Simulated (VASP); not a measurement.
A run of VASP 6.6.1:

Contents of INCAR:

```
SYSTEM = ZnSe
ALGO = Normal ; EDIFF = 1E-6
ENCUT = 520 ; GGA = CA
ISIF = 2 ; ISMEAR = 0
LASPH = .TRUE. ; LCHARG = .FALSE.
LREAL = .FALSE. ; LWAVE = .FALSE.
NBANDS = 16 ; NELM = 80
PREC = Accurate ; SIGMA = 0.1
```

Contents of KPOINTS:

```
k-points
0
G
  6 6 6
  0 0 0
```

POSCAR

```
ZnSe
1.0
    0.0000000000      2.8324425400      2.8324425400
    2.8324425400      0.0000000000      2.8324425400
    2.8324425400      2.8324425400      0.0000000000
Zn Se
1 1
Direct
    0.0000000000      0.0000000000      0.0000000000
    0.2500000000      0.2500000000      0.2500000000
```

Potentials or basis: VASP PAW LDA potentials, release 64 (Zn, Se).

The run is started by

```console
$ cat potpaw_LDA.64/Zn/POTCAR potpaw_LDA.64/Se/POTCAR > POTCAR
$ mpirun -np 1 vasp_std > vasp.out
```

Hardware: 1 thread of Intel Xeon 8259CL, on a shared host.

Q: How long does it take, and how much memory?

A: It took 24 s on 1 thread of Intel Xeon 8259CL, on a shared host, peak memory 0.15 GiB. Counts: scf iterations 12, k points 16.
